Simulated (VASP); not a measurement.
Runs of VASP 6.6.1 on SnTe. The structure is that of space group F-43m (No. 216), or close to it. The cells are those of the table. 

```tsv
task	cell	cutoff (eV)	smearing	gap on the mesh (eV)	pressure (GPa)
single point	a = 5.107 Å, angles 60.0°, 2 atoms	520	gaussian 0.01 eV	0.09	-0.1
single point	a = 5.107 Å, angles 60.0°, 2 atoms	520	gaussian 0.03 eV	0.09	-0.1
single point	a = 4.945, b = 4.983, c = 4.937 Å, angles 59.8, 60.5, 59.6°, 2 atoms	520	gaussian 0.05 eV	none	2.6
single point	a = 5.294 Å, angles 60.0°, 2 atoms	520	gaussian 0.05 eV	0.36	-2.2
single point	a = 5.246, b = 5.246, c = 5.208 Å, angles 60.2, 60.2, 59.5°, 2 atoms	520	gaussian 0.05 eV	0.26	(b)
single point	a = 5.088 Å, angles 60.0°, 2 atoms	520	gaussian 0.05 eV	0.06	(a)
relaxation of cell and atoms	relaxed from a = 5.107 Å, angles 60.0°, 2 atoms	600	gaussian 0.01 eV	0.08	0.0
single point	a = 4.914 Å, angles 60.0°, 2 atoms	520	gaussian 0.05 eV	none	3.3
```

Alike in all rows: level PBE; potentials or basis VASP PAW PBE potentials, release 64 (Sn_d, Te); no spin polarisation; k mesh 8 × 8 × 8.

Fill in the values left out.

(a) 0.2; (b) -1.6.

Caveats: spin-orbit coupling is left out, which moves the levels of the heavy elements.

A k mesh can miss the band edges, and the runs leave out spin-orbit coupling on Sn, Te.

A gap of «none» marks levels without a gap at the run's occupations.
